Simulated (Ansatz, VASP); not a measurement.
## One calculation of SnO2, two programs

```xyz
6
Lattice="4.7374 0.0000 0.0000 0.0000 4.7374 0.0000 0.0000 0.0000 3.1864" Properties=species:S:1:pos:R:3 pbc="T T T"
Sn    0.0000    0.0000    0.0000
Sn    2.3687    2.3687    1.5932
O     1.4478    1.4478    0.0000
O     0.9208    3.8165    1.5932
O     3.2895    3.2895    0.0000
O     3.8165    0.9208    1.5932
```

Alike in both runs: task relaxation of cell and atoms; functional PBE; k mesh 4 × 4 × 6; occupations gaussian, width 0.1 eV; no spin polarisation.

|  | VASP | Ansatz |
| --- | --- | --- |
| version | VASP 6.6.1 | Ansatz 0.2.0 |
| potentials or method | VASP PAW PBE potentials, release 64 (Sn_d, O), cutoff 600 eV | scalar-relativistic, plane waves, PAW |
| valence electrons in the cell | 52 | 52 |

```tsv
	VASP	Ansatz	Ansatz less VASP
gap on the k mesh at the Fermi level, each at its own relaxed structure (eV)	0.64	0.69	+0.051
relaxed volume (Å³/atom)	12.59	12.56	-0.026
relaxed cell length with the largest relative difference (Å)	3.245	3.237	-0.0075
```
